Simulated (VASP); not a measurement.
# TiMo (Cmmm) in VASP: single point with LDA

Aim: the single point of TiMo with LDA.

All numbers are computed with VASP 6.6.1; they aren't measurements. Logs are shortened: lines on timing, memory, paths and dates and some standing lists are left out, and cuts for length are marked.

**1. The cell of the first run**

Symmetry: Cmmm, No. 65, orthorhombic system. Conventional cell: a = 3.187 Å, b = 4.721 Å, c = 4.251 Å, α = 90.00°, β = 90.00°, γ = 90.00°. Ti (site symmetry mmm) has 8 Mo at 2.66 to 3.18 Å and 6 Ti at 2.85 to 3.19 Å within 3.5 Å. Within 3.5 Å of Mo (site symmetry mmm) lie 8 Ti at 2.66 to 3.18 Å and 6 Mo at 2.85 to 3.19 Å.

**2. Single point, LDA**

Input file INCAR:

```
ALGO = Normal ; EDIFF = 1E-6
ENCUT = 500 ; GGA_COMPAT = False
ISIF = 2 ; ISMEAR = 0
LASPH = True ; LCHARG = False
LREAL = False ; LWAVE = False
NBANDS = 20 ; NELM = 120
PREC = Accurate ; SIGMA = 0.1
```

Input file KPOINTS:

```
k-points
0
Gamma
  6 6 4
```

Input file POSCAR:

```
TiMo
1.0
    1.5935720000     -2.3604228448      0.0000000000
    1.5935720000      2.3604228448      0.0000000000
    0.0000000000      0.0000000000      4.2507215034
Ti Mo
1 1
Direct
    0.5000000000      0.5000000000      0.5000000000
    0.0000000000      0.0000000000      0.0000000000
```

Potentials or basis: VASP PAW LDA potentials, release 64 (Ti_sv, Mo_sv).

Launch:

```
cat potpaw_LDA.64/Ti_sv/POTCAR potpaw_LDA.64/Mo_sv/POTCAR > POTCAR
mpirun -np 1 vasp_std > vasp.out
```

OUTCAR:

```text
EDIFF = 1E-6
   ENCUT = 500
   ISIF = 2
   ISMEAR = 0
   LASPH = True
   LREAL = False
   NELM = 120
   PREC = Accurate

 ion  position               nearest neighbor table
   1  0.500  0.500  0.500-   2 2.66   2 2.66   2 2.66   2 2.66   2 3.18   2 3.18   2 3.18   2 3.18

   2  0.000  0.000  0.000-   1 2.66   1 2.66   1 2.66   1 2.66   1 3.18   1 3.18   1 3.18   1 3.18

  LATTYP: Found a base centered orthorhombic cell.
 ALAT       =     3.1871440000
 B/A-ratio  =     1.4812150595
 C/A-ratio  =     1.3337086443

  Lattice vectors:

 A1 = (   1.5935720000,  -2.3604228448,   0.0000000000)
 A2 = (   1.5935720000,   2.3604228448,   0.0000000000)
 A3 = (   0.0000000000,   0.0000000000,   4.2507215034)

Analysis of symmetry for initial positions (statically):
=====================================================================
 Subroutine PRICEL returns:
 Original cell was already a primitive cell.

 Routine SETGRP: Setting up the symmetry group for a
 base centered orthorhombic supercell.

 Subroutine GETGRP returns: Found  8 space group operations
 (whereof  8 operations were pure point group operations)
 out of a pool of  8 trial point group operations.

The static configuration has the point symmetry D_2h.

Analysis of symmetry for dynamics (positions and initial velocities):
=====================================================================
 Subroutine PRICEL returns:
 Original cell was already a primitive cell.

 Routine SETGRP: Setting up the symmetry group for a
 base centered orthorhombic supercell.

 Subroutine GETGRP returns: Found  8 space group operations
 (whereof  8 operations were pure point group operations)
 out of a pool of  8 trial point group operations.

The dynamic configuration has the point symmetry D_2h.

 Subroutine INISYM returns: Found  8 space group operations
 (whereof  8 operations are pure point group operations),
 and found     1 'primitive' translations

----------------------------------------------------------------------------------------

                                     Primitive cell

  volume of cell :      31.9782

  direct lattice vectors                    reciprocal lattice vectors
     1.593572000 -2.360422845  0.000000000     0.313760533 -0.211826454  0.000000000
     1.593572000  2.360422845  0.000000000     0.313760533  0.211826454  0.000000000
     0.000000000  0.000000000  4.250721503     0.000000000  0.000000000  0.235254180

  length of vectors
     2.847993632  2.847993632  4.250721503     0.378571154  0.378571154  0.235254180

  position of ions in fractional coordinates (direct lattice)
     0.500000000  0.500000000  0.500000000
     0.000000000  0.000000000  0.000000000

  ion indices of the primitive-cell ions
   primitive index   ion index
                 1           1
                 2           2

----------------------------------------------------------------------------------------

 KPOINTS: k-points

Automatic generation of k-mesh.
 Grid dimensions read from file:
 generate k-points for:    6    6    4

 Generating k-lattice:

  Cartesian coordinates                     Fractional coordinates (reciprocal lattice)
     0.052293422 -0.035304409  0.000000000     0.166666667  0.000000000  0.000000000
     0.052293422  0.035304409  0.000000000     0.000000000  0.166666667  0.000000000
     0.000000000  0.000000000  0.058813545     0.000000000  0.000000000  0.250000000

  Length of vectors
     0.063095192  0.063095192  0.058813545

  Shift w.r.t. Gamma in fractional coordinates (k-lattice)
     0.000000000  0.000000000  0.000000000

 Subroutine IBZKPT returns following result:
 ===========================================

 Found     39 irreducible k-points:

 Following reciprocal coordinates:
            Coordinates               Weight
  0.000000  0.000000  0.000000      1.000000
  0.166667  0.000000  0.000000      4.000000
  0.333333  0.000000  0.000000      4.000000
  0.500000 -0.000000  0.000000      2.000000
  0.166667  0.166667  0.000000      2.000000
  0.333333  0.166667  0.000000      4.000000
[... 16 lines left out ...]
  0.333333  0.333333  0.250000      4.000000
  0.500000  0.333333  0.250000      8.000000
 [... further k-points ...]
   k-points           NKPTS =     39   k-points in BZ     NKDIM =     39   number of bands    NBANDS=     20
   number of dos      NEDOS =    301   number of ions     NIONS =      2
   total plane-waves  NPLWV =  18432
   dimension x,y,z NGX =    24 NGY =   24 NGZ =   32
   dimension x,y,z NGXF=    48 NGYF=   48 NGZF=   64
   ions per type =               1   1
   NGX,Y,Z   is equivalent  to a cutoff of  14.01, 14.01, 12.52 a.u.
   NGXF,Y,Z  is equivalent  to a cutoff of  28.02, 28.02, 25.03 a.u.
 SYSTEM =  unknown system
   PREC   = accura    normal or accurate (medium, high low for compatibility)
   ISTART =      0    job   : 0-new  1-cont  2-samecut
   ICHARG =      2    charge: 1-file 2-atom 10-const
   ISPIN  =      1    spin polarized calculation?
   LNONCOLLINEAR =      F non collinear calculations
   LSORBIT =      F    spin-orbit coupling
   LASPH  =      T    aspherical Exc in radial PAW
   ENCUT  =  500.0 eV  36.75 Ry    6.06 a.u.   5.19  5.19  7.75*2*pi/ulx,y,z
   NELM   =    120;   NELMIN=  2; NELMDL= -5     # of ELM steps
   EDIFF  = 0.1E-05   stopping-criterion for ELM
   LREAL  =      F    real-space projection
   EDIFFG = 0.1E-04   stopping-criterion for IOM
   NSW    =      0    number of steps for IOM
   IBRION =     -1    ionic relax: 0-MD 1-quasi-New 2-CG
   NFREE  =      0    steps in history (QN), initial steepest desc. (CG)
   ISIF   =      2    stress and relaxation
   ISYM   =      2    0-nonsym 1-usesym 2-fastsym
   POTIM  = 0.5000    time-step for ionic-motion
   TEBEG  =    0.0;   TEEND  =   0.0 temperature during run
   PSTRESS=    0.0 pullay stress
   NELECT =      26.0000    total number of electrons
   NUPDOWN=      -1.0000    fix difference up-down
   EMIN   =  10.00;   EMAX   =-10.00  energy-range for DOS
   EFERMI =   0.00;   METHOD = LEGACY
   ISMEAR =     0;   SIGMA  =   0.10  broadening in eV -4-tet -1-fermi 0-gaus
   EFERMI_NEDOS =   21; number of points for ismear=-14 and -15
   IALGO  =     38    algorithm
   IMIX   =      4    mixing-type and parameters
     AMIX     =   0.40;   BMIX     =  1.00
     AMIX_MAG =   1.60;   BMIX_MAG =  1.00
  volume/ion in A,a.u.               =      15.99       107.90
  Fermi-wavevector in a.u.,A,eV,Ry     =   1.527969  2.887443 31.765379  2.334689
  Thomas-Fermi vector in A             =   2.635792
   LORBIT       =      0    0 simple, 1 ext, 2 COOP (PROOUT), +10 PAW based schemes
   GGA     = CA    functional components
   LHFCALC =     F    Hartree Fock is set to
   AEXX    =    0.0000 exact exchange contribution
   IVDW    =     0    specifies the selected vdW correction
   LEPSILON=     F    determine dielectric tensor
   LRPA    =     F    only Hartree local field effects (RPA)
 non-spin polarized calculation
 Gauss-broadening in eV      SIGMA  =   0.10
  energy-cutoff  :      500.00
  volume of cell :       31.98
 maximum number of plane-waves:       836
 NGX is ok and might be reduce to    24
   NGX = 11   NGY = 11   NGZ = 15

 number of electron      25.9999998 magnetization

 Free energy of the ion-electron system (eV)
  ---------------------------------------------------
  ext. energy  EPLUGINS =         0.00000000
  ---------------------------------------------------
  free energy    TOTEN  =       -20.84285623 eV

  energy without entropy =      -20.83326504  energy(sigma->0) =      -20.83806063

 E-fermi :  10.0210     XC(G=0): -12.8267

 val. band max:        9.9846190799   @ k =   0.3333   0.1667   0.5000
 cond. band min:      10.0559657113   @ k =   0.3333   0.0000   0.0000
 fundamental gap:      0.0713466314
 Fermi energy:        10.0210207656

 k-point     1 :       0.0000    0.0000    0.0000
  band No.  band energies     occupation
      1     -49.8769      2.00000
      2     -45.6082      2.00000
      3     -24.3748      2.00000
      4     -23.8507      2.00000
      5     -23.6840      2.00000
      6     -22.0178      2.00000
[... 12 lines left out ...]
     19      13.0605      0.00000
     20      15.5229      0.00000

 k-point     2 :       0.1667    0.0000    0.0000
  band No.  band energies     occupation
      1     -49.8538      2.00000
      2     -45.5926      2.00000
      3     -24.3107      2.00000
      4     -23.9799      2.00000
      5     -23.7499      2.00000
      6     -22.1327      2.00000
[... 12 lines left out ...]
     19      13.4232      0.00000
     20      17.2023      0.00000

 k-point     3 :       0.3333    0.0000    0.0000
  band No.  band energies     occupation
      1     -49.8073      2.00000
      2     -45.5610      2.00000
      3     -24.3167      2.00000
      4     -24.1741      2.00000
      5     -23.7916      2.00000
      6     -22.3897      2.00000
[... 12 lines left out ...]
     19      13.5427      0.00000
     20      19.5115      0.00000

 k-point     4 :       0.5000   -0.0000    0.0000
  band No.  band energies     occupation
      1     -49.7839      2.00000
      2     -45.5452      2.00000
      3     -24.4879      2.00000
      4     -24.1005      2.00000
      5     -23.8040      2.00000
      6     -22.5170      2.00000
[... 12 lines left out ...]
     19      15.5929      0.00000
     20      16.3608      0.00000

 k-point     5 :       0.1667    0.1667    0.0000
  band No.  band energies     occupation
      1     -49.8253      2.00000
      2     -45.5745      2.00000
      3     -24.2047      2.00000
      4     -24.0792      2.00000
      5     -23.8894      2.00000
      6     -22.2282      2.00000
[... 12 lines left out ...]
     19      13.5181      0.00000
     20      19.1518      0.00000
[... 353 lines left out ...]
      6     -22.3299      2.00000
[... 12 lines left out ...]
     19      13.6973      0.00000
     20      16.4848      0.00000

 k-point    22 :      -0.1667    0.1667    0.2500
  band No.  band energies     occupation
      1     -49.8396      2.00000
      2     -45.5850      2.00000
      3     -24.2447      2.00000
      4     -23.9148      2.00000
      5     -23.9080      2.00000
      6     -22.1236      2.00000
[... 12 lines left out ...]
     19      14.1389      0.00000
     20      14.4955      0.00000

 k-point    23 :       0.3333    0.3333    0.2500
  band No.  band energies     occupation
      1     -49.7529      2.00000
      2     -45.5207      2.00000
      3     -24.3221      2.00000
      4     -24.2842      2.00000
      5     -24.1218      2.00000
      6     -22.3838      2.00000
[... 12 lines left out ...]
     19      16.6326      0.00000
     20      18.5777      0.00000

 k-point    24 :       0.5000    0.3333    0.2500
  band No.  band energies     occupation
      1     -49.7451      2.00000
      2     -45.5134      2.00000
      3     -24.4637      2.00000
      4     -24.1790      2.00000
      5     -24.0935      2.00000
      6     -22.4708      2.00000
[... 12 lines left out ...]
     19      15.7933      0.00000
     20      18.2149      0.00000

 [... further k-points ...]

------------------------ aborting loop because EDIFF is reached ----------------------------------------

  FORCE on cell =-STRESS in cart. coord.  units (eV):
  Direction    XX          YY          ZZ          XY          YZ          ZX
  --------------------------------------------------------------------------------------
  -------------------------------------------------------------------------------------
  Total       -2.4101066     -2.1227464     -2.0466830      0.0000000      0.0000000      0.0000000
  in kB     -120.7515445   -106.3541759   -102.5432339      0.0000000      0.0000000      0.0000000
  external PRESSURE =    -109.8829847 kB  Pullay stress =       0.0000000 kB

 VOLUME and BASIS-vectors are now :
 -----------------------------------------------------------------------------
  energy-cutoff  :      500.00
  volume of cell :       31.98
      direct lattice vectors                 reciprocal lattice vectors
     1.593572000 -2.360422845  0.000000000     0.313760533 -0.211826454  0.000000000
     1.593572000  2.360422845  0.000000000     0.313760533  0.211826454  0.000000000
     0.000000000  0.000000000  4.250721503     0.000000000  0.000000000  0.235254180

 POSITION                                       TOTAL-FORCE (eV/Angst)
 -----------------------------------------------------------------------------------
      1.59357      0.00000      2.12536         0.000000      0.000000      0.000000
      0.00000      0.00000      0.00000         0.000000      0.000000      0.000000
 -----------------------------------------------------------------------------------
    total drift:                                0.000000      0.000000     -0.000000

  FREE ENERGIE OF THE ION-ELECTRON SYSTEM (eV)
  ---------------------------------------------------
  free  energy   TOTEN  =       -20.8428562301 eV

  energy  without entropy=      -20.8332650378  energy(sigma->0) =      -20.83806063
```

Run time: 7.5 s. Hardware: 1 thread of Intel Xeon 6975P-C (Granite Rapids), shared host; peak memory 0.15 GiB.

What came out:

- Free energy: -20.8429 eV
- Pressure: -11.0 GPa
- Band gap on the k mesh: zero (bands 13 and 14 overlap by 2.47 eV)

Stress tensor (GPa, compression positive):
```
-12.08   0.00   0.00
  0.00 -10.64   0.00
  0.00   0.00 -10.25
```

Levels at points of the mesh, in eV from the Fermi level:
```
           k point  band 9  band 10  band 11  band 12  band 13  band 14  band 15  band 16  band 17  band 18
(0.00, 0.00, 0.00)   -6.19    -3.71    -1.65    -0.41     0.05     1.11     2.40     2.42     2.87     2.92
(0.50, 0.00, 0.00)   -3.11    -1.80    -1.70    -1.24    -0.21     0.17     1.75     2.44     3.15     3.31
(0.50, 0.50, 0.00)   -4.00    -3.47    -3.17    -1.79     1.16     3.27     3.70     3.74     4.36     4.68
(0.00, 0.00, 0.50)   -4.36    -3.67    -1.17    -0.28     0.37     0.91     1.30     1.62     2.12     2.21
(0.50, 0.00, 0.50)   -3.71    -3.62    -1.75    -1.14     1.71     2.20     2.70     2.72     3.21     3.23
(0.50, 0.50, 0.50)   -3.14    -2.65    -1.49    -1.06     0.17     1.20     1.31     1.97     4.02     4.36
```

Caveat: the k points lie up to 0.40 Å⁻¹ apart, too coarse for converged energies and pressures of a metal.
